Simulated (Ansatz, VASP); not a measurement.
**Bi: VASP beside Ansatz**

File INCAR:

```
PREC = Accurate
ENCUT = 520
EDIFF = 1E-6
ISMEAR = -1
SIGMA = 0.1
LREAL = False
LASPH = True
NELM = 100
ALGO = Normal
ISIF = 2
LWAVE = False
LCHARG = False
NBANDS = 14
```

Contents of KPOINTS:

```
regular mesh
0
Gamma
  11 11 11
```

POSCAR

```
Bi
1.0
    3.3186026071      0.0000000000      0.0000000000
    0.0000000000      3.3186026071      0.0000000000
    0.0000000000      0.0000000000      3.3186026071
Bi
1
Direct
    0.0000000000      0.0000000000      0.0000000000
```

Input for Ansatz:

```yaml
crystal:
  lattice:
    - [3.3186026071, 0.0, 0.0]
    - [0.0, 3.3186026071, 0.0]
    - [0.0, 0.0, 3.3186026071]
  atoms:
    - { symbol: Bi, position: [0.0, 0.0, 0.0] }
hamiltonian:
  xc: lda
  pseudopotentials:
    kind: paw
    azcp:
      Bi: "pseudopotentials/Bi.paw.azcp"
basis:
  ecutwfc: 420
  fft_grid_basis: typed
kpoints:
  mp_grid: { grid: [11, 11, 11], shift: [0, 0, 0] }
magnetization:
  spin_polarized: false
scf:
  occupations: { method: fermi_dirac, width: 0.1 }
  lower_state_search: "off"
output:
  stress: true
```

Alike in both runs: task single point; functional LDA; k mesh 11 × 11 × 11; occupations fermi-dirac, width 0.1 eV; no spin polarisation.

|  | VASP | Ansatz |
| --- | --- | --- |
| version | VASP 6.6.1 | Ansatz 0.2.0 |
| potentials or method | VASP PAW LDA potentials, release 64 (Bi_d), cutoff 520 eV | plane waves (420 eV) with PAW, scalar-relativistic |
| valence electrons in the cell | 15 | 15 |

```tsv
	VASP	Ansatz	Ansatz less VASP
pressure (GPa)	-4.7	-4.8	-0.07
```

Ansatz warns that its potentials were made for another functional, while VASP's fit it. LDA's correlation is that of Perdew and Zunger in VASP and of Perdew and Wang (1992) in Ansatz.

Spin-orbit coupling is off throughout.
